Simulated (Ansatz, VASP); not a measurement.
# Ta3Si5C5N3: VASP beside Ansatz

```xyz
16
Lattice="5.6588 -0.3772 -0.3017 -0.4025 5.7760 0.0301 -0.3341 0.0034 6.1950" Properties=species:S:1:pos:R:3 pbc="T T T"
Si    2.9298    2.5343    0.0846
Si    4.1923    1.7351    1.9035
Si    0.6558    2.6452    0.5570
Si    3.8809    1.6710    4.2802
Si    0.9966    0.0071    5.8341
C     1.5936    5.1485    3.7814
C    -0.0178    0.9189    0.5629
C    -0.3796    3.2629    5.0279
C     0.0031    3.2843    2.1625
C     1.3014    0.6490    3.8085
Ta    1.4301    2.9116    3.8134
Ta    4.9822    4.6370    3.0284
Ta    3.1889    5.2599    5.5972
N     2.7441    4.4818    3.3761
N     4.9404    4.2267    5.0963
N     4.7885    0.0755    1.3444
```

Alike in both runs: task single point; functional PBE; k mesh 6 × 6 × 6; occupations gaussian, width 0.1 eV; no spin polarisation.

|  | VASP | Ansatz |
| --- | --- | --- |
| version | VASP 6.6.1 | Ansatz 0.2.0 |
| potentials or method | VASP PAW PBE potentials, release 64 (Si, C, Ta_pv, N), cutoff 520 eV | scalar-relativistic, plane waves, PAW |
| valence electrons in the cell | 88 | 94 |

VASP gave:

| Quantity | Value |
| --- | --- |
| gap on the k mesh at the Fermi level (eV) | 0.09 |
| least direct gap on the mesh (eV) | 0.20 |
| rms of the force components (eV/Å) | 0.080 |

Q: What did Ansatz give for the same quantities?

A: gap on the k mesh at the Fermi level (eV): 0.09; least direct gap on the mesh (eV): 0.20; rms of the force components (eV/Å): 0.077.

Atom by atom the forces differ by 0.023 eV/Å (rms over components). VASP's potentials hold 88 valence electrons a cell and Ansatz's 94, so a difference there can come from the potentials and not from the codes.

Spin-orbit coupling is off throughout.
